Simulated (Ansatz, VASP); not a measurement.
One calculation of KI, two programs

File INCAR:

```
SYSTEM = KI
PREC = Accurate ; ENCUT = 520
EDIFF = 1E-6 ; ISMEAR = -1
SIGMA = 0.02 ; LREAL = .FALSE.
LASPH = .TRUE. ; NELM = 80
ALGO = Normal ; ISIF = 2
LWAVE = .FALSE. ; LCHARG = .TRUE.
GGA = PE ; LELF = .TRUE.
LVHAR = .TRUE. ; NBANDS = 24
```

The input KPOINTS:

```
Automatic mesh
0
G
  6 6 4
  0 0 0
```

The input POSCAR:

```
KI
1.0
    6.0394507398      0.0000000000      0.0000000000
   -3.0197253699      5.2303177656      0.0000000000
    0.0000000000      0.0000000000      7.0391244287
K I
2 2
Direct
    0.3333333333      0.6666666667     -0.0625000000
    0.6666666667      0.3333333333      0.4375000000
    0.3333333333      0.6666666667      0.4375000000
    0.6666666667      0.3333333333      0.9375000000
```

Input for Ansatz:

```yaml
crystal:
  lattice:
    - [6.0394507398, 0.0, 0.0]
    - [-3.0197253699, 5.2303177656, 0.0]
    - [0.0, 0.0, 7.0391244287]
  atoms:
    - { symbol: K, position: [0.3333333333, 0.6666666667, -0.0625] }
    - { symbol: K, position: [0.6666666667, 0.3333333333, 0.4375] }
    - { symbol: I, position: [0.3333333333, 0.6666666667, 0.4375] }
    - { symbol: I, position: [0.6666666667, 0.3333333333, 0.9375] }
kpoints:
  mp_grid: { grid: [6, 6, 4] }
  band_path:
    path:
      - [[0.0, 0.0, 0.0], [0.5, 3.845466129106e-17, 0.0], [0.3333333333333, 0.3333333333333, 0.0], [0.0, 0.0, 0.0], [0.0, 0.0, 0.5], [0.5, 3.845466129106e-17, 0.5], [0.3333333333333, 0.3333333333333, 0.5], [0.0, 0.0, 0.5]]
      - [[0.5, 3.845466129106e-17, 0.5], [0.5, 3.845466129106e-17, 0.0]]
      - [[0.3333333333333, 0.3333333333333, 0.5], [0.3333333333333, 0.3333333333333, 0.0]]
    npoints: 10
hamiltonian:
  xc: pbe
scf:
  occupations: { method: fermi_dirac, width: 0.02 }
  n_extra_bands: 5
output:
  forces: true
  stress: true
  eigenvalues: true
```

Alike in both runs: task single point; functional PBE; k mesh 6 × 6 × 4; occupations fermi-dirac, width 0.02 eV; no spin polarisation.

```csv
,VASP,Ansatz
version,VASP 6.6.1,Ansatz 0.2.0
potentials or method,"VASP PAW PBE potentials, release 64 (K_sv, I)","plane waves, PAW"
plane-wave cutoff (eV),520,420
valence electrons in the cell,32,52
```

Ansatz gave:

```
gap on the k mesh at the Fermi level (eV)                     : 3.79
pressure (GPa)                                                : 0.3
traceless stress, the component that is largest in VASP (GPa) : 0.06
```

Task: Estimate VASP's values.

Result: gap on the k mesh at the Fermi level (eV): 3.79; pressure (GPa): 0.3; traceless stress, the component that is largest in VASP (GPa): 0.07.

The functional is the same, so the differences come from potentials, cutoffs and numerics. VASP's potentials hold 32 valence electrons a cell and Ansatz's 52, so a difference there can come from the potentials and not from the codes.

Neither program's run includes spin-orbit coupling.
